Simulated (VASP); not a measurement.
# V: relaxation of cell and atoms with PBEsol

The system is V.

```
CELL_PARAMETERS angstrom
2.43003 0.00000 0.00000
-1.21502 2.10447 0.00000
0.00000 0.00000 3.93666
ATOMIC_POSITIONS crystal
V 0.33333 0.66667 0.25000
V 0.66667 0.33333 0.75000
```

This isn't the form of V at room conditions, which is bcc.

```yaml
Program: VASP 6.6.1
Task: relaxation of cell and atoms
Functional: PBEsol
Potentials_or_basis: VASP PAW PBE potentials, release 64 (V_sv)
Cutoff: 600 eV
k_mesh: 18 × 18 × 10
Occupations: fermi-dirac, width 0.05 eV
Spin: no spin polarisation
Target_pressure: 78 GPa
Dipole_correction: no
Further_INCAR_settings: ALGO = Normal; EDIFF = 1e-07; IBRION = 2; EDIFFG = -0.005; NSW = 60; ISIF = 3
```

```
Relaxed volume                                             : 10.29 Å³/atom
Relaxed cell                                               : a = 2.356 Å, b = 2.356 Å, c = 4.281 Å, α = 90.00°, β = 90.00°, γ = 120.00°
Space group after relaxing (to 0.1 Å)                      : P6_3/mmc (No. 194)
Energy change on relaxing (the run minimises the enthalpy) : -179.1 meV/atom
Ionic steps                                                : 12
Pressure after relaxing                                    : 78.0 GPa
Band gap on the k mesh                                     : zero (bands 13 and 14 overlap by 3.15 eV)
```

Step by step:
```
step  energy change (eV)  largest force (eV/Å)  pressure (GPa)  volume (Å³)
   1              0.0000                0.0000           89.90        20.13
   2             -0.9861                0.0000           46.43        22.38
   3             -0.3864                0.0000           73.86        20.86
   4             -0.4784                0.0000           72.19        20.91
   5             -0.2781                0.0000           73.58        20.83
   6             -0.5095                0.0000           71.33        20.92
   7             -0.5128                0.0000           71.11        20.92
   8              0.2132                0.0000          101.97        19.57
   9             -0.3683                0.0000           77.52        20.61
  10             -0.3642                0.0000           77.72        20.60
  11             -0.3577                0.0000           78.02        20.59
  12             -0.3582                0.0000           77.99        20.59
```

Final structure:
```
V
1.0
     2.35634    0.00000    0.00000
    -1.17817    2.04065    0.00000
     0.00000    0.00000    4.28131
V
2
Direct
  0.33333 0.66667 0.25000
  0.66667 0.33333 0.75000
```

Levels at points of the mesh, in eV from the Fermi level:
| k point | band 10 | band 11 | band 12 | band 13 | band 14 | band 15 | band 16 | band 17 |
| --- | --- | --- | --- | --- | --- | --- | --- | --- |
| (0.00, 0.00, 0.00) | -4.25 | -1.08 | 0.24 | 0.24 | 0.59 | 0.73 | 0.73 | 2.49 |
| (0.50, 0.00, 0.00) | -4.19 | -3.73 | -0.68 | 0.39 | 0.45 | 0.61 | 4.23 | 5.09 |
| (0.00, 0.00, 0.50) | -5.19 | -1.52 | -1.52 | 0.30 | 0.30 | 0.30 | 0.30 | 3.53 |
| (0.50, 0.00, 0.50) | -4.62 | -2.86 | -2.86 | 2.19 | 2.19 | 2.67 | 2.67 | 5.19 |

Run time: 10 min on 1 thread of Intel(R) Xeon(R) Platinum 8259CL CPU @ 2.50GHz (Skylake/Cascade Lake) (shared host), peak memory 0.21 GiB.

Caveat: the cell is relaxed towards a set pressure, so the run minimises the enthalpy, not the energy; the PAW data sets were made with another functional, which shifts forces and pressure a little.
